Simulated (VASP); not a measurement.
# CaSiH6 (R-3m) in VASP: notebook, part 2 of 3

VASP 6.6.1. The steps go on from the part before.

## 3. Single point, r2SCAN+rVV10

This run uses another cell than the first one, of 8.50 Å³/atom.

File POSCAR:

```
CaSiH6
1.0
    3.1650864072      1.8273634906      1.9597489621
   -3.1650864072      1.8273634906      1.9597489621
    0.0000000000     -3.6547269770      1.9597489660
Ca Si H
1 1 6
Direct
    0.5000000000      0.5000000000      0.5000000000
    0.0000000000      0.0000000000      0.0000000000
    0.9299407121      0.2773993165      0.2773993165
    0.2773993165      0.9299407121      0.2773993165
    0.2773993165      0.2773993165      0.9299407121
    0.0700592879      0.7226006835      0.7226006835
    0.7226006835      0.0700592879      0.7226006835
    0.7226006835      0.7226006835      0.0700592879
```

File INCAR.step1:

```
SYSTEM = CaSiH6
PREC = Accurate ; ENCUT = 520
ISMEAR = -1 ; SIGMA = 0.03
LREAL = .FALSE. ; LASPH = .TRUE.
NELM = 60 ; NBANDS = 20
GGA = PE ; ALGO = Normal
EDIFF = 1E-4 ; LWAVE = .TRUE.
LCHARG = .FALSE.
```

File INCAR.step2:

```
SYSTEM = CaSiH6
PREC = Accurate ; ENCUT = 520
EDIFF = 1E-6 ; ISMEAR = -1
SIGMA = 0.03 ; LREAL = .FALSE.
LASPH = .TRUE. ; NELM = 60
ALGO = Normal ; ISIF = 2
LWAVE = .FALSE. ; LCHARG = .FALSE.
METAGGA = R2SCAN ; LMIXTAU = .TRUE.
LUSE_VDW = .TRUE. ; IVDW_NL = 2
BPARAM = 11.95 ; CPARAM = 0.0093
NBANDS = 20 ; ISTART = 1
```

File KPOINTS:

```
Automatic mesh
0
G
  6 6 6
  0 0 0
```

Potentials or basis: VASP PAW PBE potentials, release 64 (Ca_sv, Si, H).

Launch:

```sh
$ cat potpaw_PBE.64/Ca_sv/POTCAR potpaw_PBE.64/Si/POTCAR potpaw_PBE.64/H/POTCAR > POTCAR
$ cp INCAR.step1 INCAR
$ mpirun -np 1 vasp_std > vasp.out
$ cp INCAR.step2 INCAR
$ mpirun -np 1 vasp_std > vasp.out
```

OUTCAR:

```text
SYSTEM = CaSiH6
   PREC = Accurate
   ENCUT = 520
   EDIFF = 1E-6
   ISMEAR = -1
   LREAL = .FALSE.
   LASPH = .TRUE.
   NELM = 60
   ISIF = 2
   METAGGA = R2SCAN
   IVDW_NL = 2
   BPARAM = 11.95
   ISTART = 1

 ion  position               nearest neighbor table
   1  0.500  0.500  0.500-   2 2.94   2 2.94
   2  0.000  0.000  0.000-   3 1.59   4 1.59   6 1.59   7 1.59   5 1.59   8 1.59   1 2.94   1 2.94

   3  0.930  0.277  0.277-   2 1.59
   4  0.277  0.930  0.277-   2 1.59
   5  0.277  0.277  0.930-   2 1.59
   6  0.070  0.723  0.723-   2 1.59
   7  0.723  0.070  0.723-   2 1.59
   8  0.723  0.723  0.070-   2 1.59

  LATTYP: Found a trigonal (rhomboedric) cell.
 ALAT       =     4.1470043750
 COS(alpha) =    -0.1650166983

  Lattice vectors:

 A1 = (   3.1650864072,   1.8273634906,   1.9597489621)
 A2 = (  -3.1650864072,   1.8273634906,   1.9597489621)
 A3 = (   0.0000000000,  -3.6547269770,   1.9597489660)

Analysis of symmetry for initial positions (statically):
=====================================================================
[... 191 lines left out ...]

 k-point     1 :       0.0000    0.0000    0.0000
  band No.  band energies     occupation
      1     -39.5650      2.00000
      2     -19.7562      2.00000
      3     -19.6792      2.00000
      4     -19.6792      2.00000
      5      -8.7974      2.00000
      6      -1.9024      2.00000
[... 541 lines left out ...]
     19      11.4492      0.00000
     20      11.8015      0.00000

 [... further k-points ...]

------------------------ aborting loop because EDIFF is reached ----------------------------------------

  FORCE on cell =-STRESS in cart. coord.  units (eV):
  Direction    XX          YY          ZZ          XY          YZ          ZX
  --------------------------------------------------------------------------------------
  -------------------------------------------------------------------------------------
  Total       -0.0573168     -0.0573168      0.0378823      0.0000000      0.0000000      0.0000000
  in kB       -1.3503010     -1.3503010      0.8924521      0.0000000      0.0000000      0.0000000
  external PRESSURE =      -0.6027166 kB  Pullay stress =       0.0000000 kB

 VOLUME and BASIS-vectors are now :
 -----------------------------------------------------------------------------
  energy-cutoff  :      520.00
  volume of cell :       68.01
      direct lattice vectors                 reciprocal lattice vectors
     3.165086407  1.827363491  1.959748962     0.157973570  0.091206083  0.170089812
    -3.165086407  1.827363491  1.959748962    -0.157973570  0.091206083  0.170089812
     0.000000000 -3.654726977  1.959748966     0.000000000 -0.182412167  0.170089812

 POSITION                                       TOTAL-FORCE (eV/Angst)
 -----------------------------------------------------------------------------------
      0.00000      0.00000      2.93962        -0.000000      0.000000      0.000000
      0.00000      0.00000      0.00000         0.000000      0.000000      0.000000
      2.06535      1.19243      2.90972         0.008304      0.004795     -0.013248
     -2.06535      1.19243      2.90972        -0.008304      0.004795     -0.013248
      0.00000     -2.38486      2.90972         0.000000     -0.009589     -0.013248
     -2.06535     -1.19243      2.96953        -0.008304     -0.004795      0.013248
      2.06535     -1.19243      2.96953         0.008304     -0.004795      0.013248
      0.00000      2.38486      2.96953         0.000000      0.009589      0.013248
 -----------------------------------------------------------------------------------
    total drift:                                0.000000      0.000000     -0.000000

  FREE ENERGIE OF THE ION-ELECTRON SYSTEM (eV)
  ---------------------------------------------------
  free  energy   TOTEN  =       -37.9528940095 eV

  energy  without entropy=      -37.9528940095  energy(sigma->0) =      -37.95289401
```

OSZICAR.step1:

```text
N       E                     dE             d eps       ncg     rms          rms(c)
DAV:   1     0.103682003210E+03    0.10368E+03   -0.92081E+03  1280   0.889E+02
DAV:   2    -0.240356092731E+02   -0.12772E+03   -0.12413E+03  1420   0.235E+02
DAV:   3    -0.301575399967E+02   -0.61219E+01   -0.60921E+01  2324   0.448E+01
DAV:   4    -0.302306888205E+02   -0.73149E-01   -0.73100E-01  1616   0.430E+00
DAV:   5    -0.302327361945E+02   -0.20474E-02   -0.20473E-02  1860   0.581E-01    0.971E+00
DAV:   6    -0.293159260792E+02    0.91681E+00   -0.46127E-01  1520   0.353E+00    0.529E+00
DAV:   7    -0.289695849526E+02    0.34634E+00   -0.83206E-01  1608   0.449E+00    0.561E-01
DAV:   8    -0.289770397035E+02   -0.74548E-02   -0.80339E-02  1628   0.175E+00    0.240E-01
DAV:   9    -0.289773618327E+02   -0.32213E-03   -0.64566E-03  1548   0.514E-01    0.203E-01
DAV:  10    -0.289777520556E+02   -0.39022E-03   -0.22660E-03  1576   0.308E-01    0.198E-02
DAV:  11    -0.289777756259E+02   -0.23570E-04   -0.64233E-05  1240   0.500E-02
   1 F= -.28977776E+02 E0= -.28977776E+02  d E =-.222973E-12
```

It took 4.7 min on 1 thread of Intel Xeon 8259CL, shared host; peak memory 0.34 GiB.

What came out:

| Item | Value |
| --- | --- |
| Free energy | -37.9529 eV |
| Pressure | -0.1 GPa |
| Largest force | 0.016 eV/Å |
| Band gap on the k mesh | 2.15 eV (least direct gap 3.42 eV) |

Forces on the atoms (eV/Å):
```
Ca   0.000  0.000  0.000
Si   0.000  0.000  0.000
H    0.008  0.005 -0.013
H   -0.008  0.005 -0.013
H    0.000 -0.010 -0.013
H   -0.008 -0.005  0.013
H    0.008 -0.005  0.013
H    0.000  0.010  0.013
```

Caveat: the PAW data sets were made with another functional, which shifts forces and pressure a little. A k mesh can miss the band edges.

## 4. Relaxation of cell and atoms, PBEsol

This run uses another cell than the first one, of 13.00 Å³/atom.

File INCAR:

```
PREC     = Accurate       # precision mode
ENCUT    = 600            # plane-wave cutoff, eV
EDIFF    = 1E-6           # SCF threshold, eV
ISMEAR   = -1             # smearing method
SIGMA    = 0.03           # smearing width, eV
LREAL    = False          # projectors in reciprocal space
LASPH    = True           # aspherical terms in the spheres
NELM     = 80             # most SCF steps
ALGO     = Normal         # electronic algorithm
ISIF     = 3              # what is computed and relaxed
LWAVE    = False          # write WAVECAR
LCHARG   = False          # write CHGCAR
GGA      = PS             # functional
IBRION   = 2              # ionic algorithm
NSW      = 100            # ionic steps
EDIFFG   = -0.01          # ionic threshold
```

File KPOINTS:

```
regular mesh
0
Gamma
  4 4 4
```

File POSCAR:

```
CaSiH6
1.0
    3.5991836100      2.0779896300      2.3167452100
   -3.5991836100      2.0779896300      2.3167452100
    0.0000000000     -4.1559792500      2.3167452100
Ca Si H
1 1 6
Direct
    0.5000000000      0.5000000000      0.5000000000
    0.0000000000      0.0000000000      0.0000000000
    0.9399501200      0.2918228700      0.2918228700
    0.2918228700      0.9399501200      0.2918228700
    0.2918228700      0.2918228700      0.9399501200
    0.0600498800      0.7081771300      0.7081771300
    0.7081771300      0.0600498800      0.7081771300
    0.7081771300      0.7081771300      0.0600498800
```

Potentials or basis: VASP PAW PBE potentials, release 64 (Ca_sv, Si, H).

Launch:

```sh
$ cat potpaw_PBE.64/Ca_sv/POTCAR potpaw_PBE.64/Si/POTCAR potpaw_PBE.64/H/POTCAR > POTCAR
$ mpirun -np 1 vasp_std > vasp.out
```

OUTCAR:

```text
PREC = Accurate
   ENCUT = 600
   EDIFF = 1E-6
   ISMEAR = -1
   LREAL = False
   LASPH = True
   NELM = 80
   ISIF = 3
   GGA = PS
   IBRION = 2
   NSW = 100
   EDIFFG = -0.01

 ion  position               nearest neighbor table
   1  0.500  0.500  0.500-
   2  0.000  0.000  0.000-   3 1.90   4 1.90   6 1.90   7 1.90   5 1.90   8 1.90
   3  0.940  0.292  0.292-   2 1.90
   4  0.292  0.940  0.292-   2 1.90
   5  0.292  0.292  0.940-   2 1.90
   6  0.060  0.708  0.708-   2 1.90
   7  0.708  0.060  0.708-   2 1.90
   8  0.708  0.708  0.060-   2 1.90

  LATTYP: Found a trigonal (rhomboedric) cell.
 ALAT       =     4.7580954098
 COS(alpha) =    -0.1443838177

  Lattice vectors:

 A1 = (   3.5991836100,   2.0779896300,   2.3167452100)
 A2 = (  -3.5991836100,   2.0779896300,   2.3167452100)
 A3 = (   0.0000000000,  -4.1559792500,   2.3167452100)
[... 768 lines left out ...]
      3     -19.3380      2.00000
      4     -19.3380      2.00000
      5      -6.7712      2.00000
      6      -3.1026      2.00000
      7      -2.7388      2.00000
      8      -2.7388      2.00000
      9      -0.9438      2.00000
     10      -0.9438      2.00000
     11       6.1431      0.00000
     12       6.5914      0.00000
     13       6.7038      0.00000
     14       6.7038      0.00000
     15       7.4749      0.00000

[... ionic steps 4 to 11 ...]

--------------------------------------- Ionic step       12  -------------------------------------------

 number of electron      20.0000001 magnetization

------------------------ aborting loop because EDIFF is reached ----------------------------------------
[... 79 lines left out ...]
--------------------------------------- Ionic step       14  -------------------------------------------

 number of electron      20.0000001 magnetization

 Free energy of the ion-electron system (eV)
  ---------------------------------------------------
  ext. energy  EPLUGINS =         0.00000000
  ---------------------------------------------------
  free energy    TOTEN  =       -29.23979534 eV

  energy without entropy =      -29.23979534  energy(sigma->0) =      -29.23979534

 E-fermi :   2.5709     XC(G=0):  -9.5518

 val. band max:        1.9475028192   @ k =   0.5000  -0.0000  -0.0000
 cond. band min:       3.4244754433   @ k =   0.0000   0.0000   0.0000
 fundamental gap:      1.4769726241
 Fermi energy:         2.5708934890
[... 267 lines left out ...]
  FREE ENERGIE OF THE ION-ELECTRON SYSTEM (eV)
  ---------------------------------------------------
  free  energy   TOTEN  =       -29.2397953366 eV

  energy  without entropy=      -29.2397953365  energy(sigma->0) =      -29.23979534

 reached required accuracy - stopping structural energy minimisation
```

OSZICAR:

```text
N       E                     dE             d eps       ncg     rms          rms(c)
DAV:   1     0.103734735375E+03    0.10373E+03   -0.95220E+03   390   0.123E+03
DAV:   2    -0.206642048376E+02   -0.12440E+03   -0.12217E+03   460   0.272E+02
DAV:   3    -0.270790186469E+02   -0.64148E+01   -0.64016E+01   780   0.541E+01
[... 117 lines left out ...]
DAV:   2    -0.292399966355E+02    0.50924E-03   -0.22331E-03   530   0.450E-01    0.972E-02
DAV:   3    -0.292398102679E+02    0.18637E-03   -0.14692E-03   723   0.313E-01    0.381E-02
DAV:   4    -0.292397919615E+02    0.18306E-04   -0.95821E-05   503   0.106E-01    0.140E-02
DAV:   5    -0.292397954884E+02   -0.35269E-05   -0.11665E-05   623   0.287E-02    0.207E-03
DAV:   6    -0.292397953366E+02    0.15184E-06   -0.43948E-07   377   0.541E-03
  14 F= -.29239795E+02 E0= -.29239795E+02  d E =-.208370E-03
```

CONTCAR:

```text
CaSiH6
   1.00000000000000
     3.1565098312185680    1.8224118035647887    1.9490798274092895
    -3.1565098312185680    1.8224118035647887    1.9490798274092895
    -0.0000000000000000   -3.6448235998153717    1.9490798287688373
  Ca              Si              H
     1     1     6
Direct
     0.5000000000000000    0.5000000000000000    0.5000000000000000
     0.0000000000000000    0.0000000000000000    0.0000000000000000
     0.9301385623280960    0.2819368175435141    0.2819368175441170
     0.2819368175435141    0.9301385623280960    0.2819368175441170
     0.2819368175424619    0.2819368175424619    0.9301385623278975
     0.0698614376719038    0.7180631824564860    0.7180631824558832
     0.7180631824564860    0.0698614376719038    0.7180631824558832
     0.7180631824575382    0.7180631824575382    0.0698614376721025

  0.00000000E+00  0.00000000E+00  0.00000000E+00
  0.00000000E+00  0.00000000E+00  0.00000000E+00
  0.00000000E+00  0.00000000E+00  0.00000000E+00
  0.00000000E+00  0.00000000E+00  0.00000000E+00
  0.00000000E+00  0.00000000E+00  0.00000000E+00
  0.00000000E+00  0.00000000E+00  0.00000000E+00
  0.00000000E+00  0.00000000E+00  0.00000000E+00
  0.00000000E+00  0.00000000E+00  0.00000000E+00
```

Run time: 8 min. Hardware: 1 thread of Intel Xeon 8259CL, shared host; peak memory 0.27 GiB.

What came out:

* Free energy: -29.2398 eV
* Relaxed volume: 8.41 Å³/atom
* Relaxed cell: a = 4.133 Å, b = 4.133 Å, c = 4.133 Å, α = 99.58°, β = 99.58°, γ = 99.58°
* Space group after relaxing (to 0.1 Å): R-3m (No. 166)
* Energy gained by relaxing: 363.6 meV/atom
* Ionic steps: 14
* Pressure after relaxing: -0.1 GPa
* Largest force after relaxing: 0.010 eV/Å
* Band gap on the k mesh: 1.48 eV (least direct gap 3.02 eV)

Forces on the atoms (eV/Å):
```
Ca   0.000  0.000  0.000
Si   0.000  0.000  0.000
H    0.008  0.005 -0.003
H   -0.008  0.005 -0.003
H    0.000 -0.009 -0.003
H   -0.008 -0.005  0.003
H    0.008 -0.005  0.003
H    0.000  0.009  0.003
```

Step by step:
```csv
step,energy change (eV),largest force (eV/Å),pressure (GPa),volume (Å³)
1,0.0000,1.3536,-15.67,103.96
2,-2.1525,0.7316,-11.20,85.94
3,-2.7746,0.1933,-3.23,75.49
4,-2.7869,0.4004,-1.19,73.74
5,-2.7869,0.3332,-1.85,74.28
6,-2.8322,0.2058,-1.86,72.88
7,-2.8842,0.1406,-1.48,69.08
8,-2.9016,0.0313,0.69,66.65
9,-2.9016,0.0315,0.65,66.69
10,-2.9070,0.0482,0.12,66.95
11,-2.9073,0.0541,-0.04,67.03
12,-2.9085,0.0262,0.11,67.04
13,-2.9087,0.0258,0.20,67.05
14,-2.9089,0.0096,-0.12,67.27
```

Final structure:
```
Ca Si H
1.0
     3.15651    1.82241    1.94908
    -3.15651    1.82241    1.94908
     0.00000   -3.64482    1.94908
Ca Si H
1 1 6
Direct
  0.50000 0.50000 0.50000
  0.00000 0.00000 0.00000
  0.93014 0.28194 0.28194
  0.28194 0.93014 0.28194
  0.28194 0.28194 0.93014
  0.06986 0.71806 0.71806
  0.71806 0.06986 0.71806
  0.71806 0.71806 0.06986
```

Caveat: the volume moved by over 15 % at a fixed basis, so the end points are rough; the PAW data sets were made with another functional, which shifts forces and pressure a little. A k mesh can miss the band edges.

(Continued in part 3 of 3.)
